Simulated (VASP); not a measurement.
Input of a VASP 6.6.1 run:

The input POSCAR:

```
GaN
1.0
    0.0000000000      2.2489525411      2.2489525411
    2.2489525411      0.0000000000      2.2489525411
    2.2489525411      2.2489525411      0.0000000000
Ga N
1 1
Direct
    0.0000000000      0.0000000000      0.0000000000
    0.2500000000      0.2500000000      0.2500000000
```

File INCAR.step1:

```
PREC = Accurate ; ENCUT = 520
EDIFF = 1E-5 ; ISMEAR = 0
SIGMA = 0.01 ; LREAL = F
LASPH = T ; NELM = 100
ALGO = Normal ; ISIF = 2
LWAVE = T ; LCHARG = F
GGA = PE ; NBANDS = 16
```

File INCAR.step2:

```
PREC = Accurate ; ENCUT = 520
EDIFF = 1E-7 ; ISMEAR = 0
SIGMA = 0.01 ; LREAL = F
LASPH = T ; NELM = 100
ALGO = Normal ; ISIF = 2
LWAVE = F ; LCHARG = F
GGA = PE ; LHFCALC = T
HFSCREEN = 0.2079 ; PRECFOCK = Normal
ISTART = 1 ; NBANDS = 16
```

KPOINTS

```
Automatic mesh
0
Gamma
  6 6 6
```

Potentials or basis: VASP PAW PBE potentials, release 64 (Ga_d, N).

Run with:

```sh
$ cat potpaw_PBE.64/Ga_d/POTCAR potpaw_PBE.64/N/POTCAR > POTCAR
$ cp INCAR.step1 INCAR
$ mpirun -np 1 vasp_std > vasp.out
$ cp INCAR.step2 INCAR
$ mpirun -np 1 vasp_std > vasp.out
```

(1) What does it give for the band gap on the k mesh?

(2) Predict the pressure.

## Answers

(1) 3.02 eV.

(2) -0.1 GPa.

Caveat: the PAW data sets were made with another functional, which shifts forces and pressure a little.
